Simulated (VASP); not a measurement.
**HgTe: relaxation of cell and atoms with PBEsol**

The system is HgTe.

```
CELL_PARAMETERS angstrom
-3.04560 3.04560 1.55941
3.04560 -3.04560 1.55941
3.04560 3.04560 -1.55941
ATOMIC_POSITIONS crystal
Hg 0.75000 0.25000 0.50000
Te 0.00000 0.00000 0.00000
```

```yaml
Program: VASP 6.6.1
Task: relaxation of cell and atoms
Functional: PBEsol
Potentials_or_basis: VASP PAW PBE potentials, release 64 (Hg, Te)
Cutoff: 600 eV
k_mesh: 10 × 10 × 10
Occupations: fermi-dirac, width 0.05 eV
Spin: no spin polarisation
Dipole_correction: no
Further_INCAR_settings: ALGO = Normal; EDIFF = 1e-06; IBRION = 2; EDIFFG = -0.01; NSW = 60; ISIF = 3
```

| Quantity | Value |
| --- | --- |
| Relaxed volume | 26.68 Å³/atom |
| Relaxed cell | a = 4.387 Å, b = 4.387 Å, c = 4.387 Å, α = 97.63°, β = 97.63°, γ = 137.25° |
| Space group after relaxing (to 0.05 Å) | I-4m2 (No. 119) |
| Energy gained by relaxing | 52.0 meV/atom |
| Ionic steps | 10 |
| Pressure after relaxing | 0.0 GPa |
| Band gap on the k mesh | zero (band 9 reaches 7.38 eV, above the bottom of band 10 at 3.17 eV) |

Step by step:
```csv
step,energy change (eV),largest force (eV/Å),pressure (GPa),volume (Å³)
1,0.0000,0.0000,-3.18,57.86
2,-0.0858,0.0000,0.34,53.15
3,-0.0876,0.0000,1.06,52.48
4,-0.1025,0.0000,0.69,52.77
5,-0.1025,0.0000,0.70,52.76
6,-0.1037,0.0000,-0.26,53.65
7,-0.1039,0.0000,-0.06,53.38
8,-0.1039,0.0000,0.05,53.33
9,-0.1039,0.0000,0.05,53.35
10,-0.1039,0.0000,0.03,53.37
```

Final structure:
```
CELL_PARAMETERS angstrom
-2.88870 2.88870 1.59885
2.88870 -2.88870 1.59885
2.88870 2.88870 -1.59885
ATOMIC_POSITIONS crystal
Hg 0.75000 0.25000 0.50000
Te 0.00000 0.00000 0.00000
```

Levels at points of the mesh, in eV from the Fermi level:
```csv
k point,band 6,band 7,band 8,band 9,band 10,band 11,band 12,band 13
"(0.00, 0.00, 0.00)",-6.64,-3.08,-2.52,-2.52,2.81,4.67,7.68,7.68
"(0.50, 0.00, 0.00)",-6.64,-4.79,-2.28,-1.57,-0.54,3.48,3.52,6.03
"(0.50, 0.50, 0.00)",-6.53,-6.45,-0.59,2.13,2.16,2.31,3.48,8.13
"(0.50, 0.50, 0.50)",-6.24,-4.86,-4.86,-4.64,2.32,6.04,9.23,9.23
```

Run time: 5.5 min on 1 thread of Intel(R) Xeon(R) 6975P-C (Granite Rapids), on a shared host, peak memory 0.32 GiB.

Caveat: the PAW data sets were made with another functional, which shifts forces and pressure a little; spin-orbit coupling is left out, which moves the levels of the heavy elements.
